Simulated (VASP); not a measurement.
Set up this calculation in VASP 6.6.1, as the native input.

| Property | Result |
| --- | --- |
| Task | single point |
| Functional | PBE |
| Potentials or basis | VASP PAW PBE potentials, release 64 (Mg, H) |
| Cutoff | 520 eV |
| k mesh | 3 × 2 × 3 |
| Occupations | gaussian, width 0.05 eV |
| Spin | no spin polarisation |
| Dipole correction | no |
| Further INCAR settings | ALGO = Normal; EDIFF = 1e-06; NBANDS = 24 |

The structure of Mg12H (a cell with a defect) lies in POSCAR:

```
Mg12H
1.0
    6.4200000000      0.0000000000      0.0000000000
   -4.8150000000      8.3398250000      0.0000000000
    0.0000000000      0.0000000000      5.2130400000
Mg H
12 1
Direct
    0.0006783300     -0.0008383636     -0.0033590989
    0.1685946982      0.2230718382      0.5041234808
    0.0012931518      0.3344512223      0.0020944045
    0.1672736737      0.5551691057      0.5014647858
    0.0011487301      0.6673005131      0.0029991468
    0.1684080405      0.8894563232      0.5017770363
    0.4982874422     -0.0006945443     -0.0042590873
    0.6658872628      0.2231213306      0.5032400070
    0.4982519379      0.3325987726     -0.0016669394
    0.6656262221      0.5551369198      0.4973343057
    0.4994114932      0.6670823826     -0.0015643739
    0.6656387595      0.8879775911      0.4975977640
    0.3366399578      0.1143267086      0.2482638685
```

These files were run (other wordings do the same):

INCAR

```
SYSTEM = Mg12H
PREC     = Accurate       ! precision mode
ENCUT    = 520            ! plane-wave cutoff, eV
EDIFF    = 1E-6           ! SCF threshold, eV
ISMEAR   = 0              ! smearing method
SIGMA    = 0.05           ! smearing width, eV
LREAL    = .False.        ! projectors in reciprocal space
LASPH    = .True.         ! aspherical terms in the spheres
NELM     = 60             ! most SCF steps
ALGO     = Normal         ! electronic algorithm
ISIF     = 2              ! what is computed and relaxed
LWAVE    = .False.        ! write WAVECAR
LCHARG   = .True.         ! write CHGCAR
GGA      = PE             ! functional
LELF     = .True.         ! ELF
LVHAR    = .True.       
NBANDS   = 24             ! bands
```

KPOINTS

```
regular mesh
0
Gamma
  3 2 3
  0 0 0
```

Potentials or basis: VASP PAW PBE potentials, release 64 (Mg, H).

Run with:

```sh
$ cat potpaw_PBE.64/Mg/POTCAR potpaw_PBE.64/H/POTCAR > POTCAR
$ mpirun -np 1 vasp_std > vasp.out
```

It gave:

* Pressure: -0.6 GPa
* Largest force: 0.021 eV/Å
* Band gap on the k mesh: zero (an odd number of electrons rules out a gap without spin polarisation)

Caveat: the k points lie up to 0.40 Å⁻¹ apart, too coarse for converged energies and pressures of a metal.

It took 54 s on 1 thread of AMD EPYC 9R45 96-Core Processor (Zen 5), with other jobs on the host, peak memory 0.35 GiB.
